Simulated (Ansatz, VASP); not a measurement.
## HfC: VASP beside Ansatz

```
Hf C
1.0
     3.26543    0.00000    0.00000
    -1.63271    2.82794    0.00000
     0.00000    0.00000    5.76870
Hf C
2 2
Cartesian
  0.0000 0.0000 0.0000
  0.0000 0.0000 2.8843
  0.0000 1.8853 1.4422
  1.6327 0.9426 4.3265
```

Alike in both runs: functional PBE; k mesh 12 × 12 × 8; occupations gaussian, width 0.05 eV; no spin polarisation.

Ansatz relaxed the structure, and its values are those at the end. VASP's run is a single point on that final structure, the one shown.

|  | VASP | Ansatz |
| --- | --- | --- |
| version | VASP 6.6.1 | Ansatz 0.2.0 |
| potentials or method | VASP PAW PBE potentials, release 64 (Hf_pv, C), cutoff 520 eV | scalar-relativistic, plane waves, PAW |
| valence electrons in the cell | 28 | 60 |

```csv
,VASP,Ansatz,Ansatz less VASP
gap on the k mesh at the Fermi level (eV),none,none,-
pressure (GPa),-0.8,0.0,+0.76
```

A gap of «none» marks a metal or a gap that the smearing closes. VASP's potentials hold 28 valence electrons a cell and Ansatz's 60, so a difference there can come from the potentials and not from the codes.

Neither program's run includes spin-orbit coupling.
